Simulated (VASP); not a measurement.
Wanted: the native input for a VASP 6.6.1 run.

| Item | Value |
| --- | --- |
| Task | single point |
| Functional | PBEsol |
| Potentials or basis | VASP PAW PBE potentials, release 64 (Al, N) |
| Cutoff | 520 eV |
| k mesh | 10 × 10 × 10 |
| Occupations | gaussian, width 0.05 eV |
| Spin | no spin polarisation |
| Dipole correction | no |
| Further INCAR settings | ALGO = Normal; EDIFF = 1e-06; NBANDS = 11 |

The structure of AlN lies in POSCAR:

```
AlN
1.0
    0.0000000000      2.1886566781      2.1886566781
    2.1886566781      0.0000000000      2.1886566781
    2.1886566781      2.1886566781      0.0000000000
Al N
1 1
Direct
   -0.0067599835      0.0067599835      0.0067599835
    0.7630216860      0.7369783140      0.7369783140
```

This cell differs from its parent crystal: mode 4 frozen in at -0.057 Å and mode 5 at +0.000 Å (largest displacements).

The input as run:

INCAR

```
SYSTEM = AlN
ALGO = Normal
EDIFF = 1E-6
ENCUT = 520
GGA = PS
ISIF = 2
ISMEAR = 0
LASPH = .True.
LCHARG = .False.
LREAL = .False.
LWAVE = .False.
NBANDS = 11
NELM = 80
PREC = Accurate
SIGMA = 0.05
```

KPOINTS

```
k-points
0
Gamma
  10 10 10
  0 0 0
```

Potentials or basis: VASP PAW PBE potentials, release 64 (Al, N).

The run is started by

```sh
$ cat potpaw_PBE.64/Al/POTCAR potpaw_PBE.64/N/POTCAR > POTCAR
$ mpirun -np 1 vasp_std > vasp.out
```

It gave:

The pressure is 0.9 GPa. The largest force is 1.238 eV/Å. The band gap on the k mesh is 2.96 eV, indirect (least direct gap 3.84 eV).

Caveat: the cell differs from its parent crystal (mode 4 frozen in at -0.057 Å and mode 5 at +0.000 Å (largest displacements)); the PAW data sets were made with another functional, which shifts forces and pressure a little.

It took 28 s on 1 thread of Intel(R) Xeon(R) Platinum 8488C (Sapphire Rapids) (shared host), peak memory 0.16 GiB.
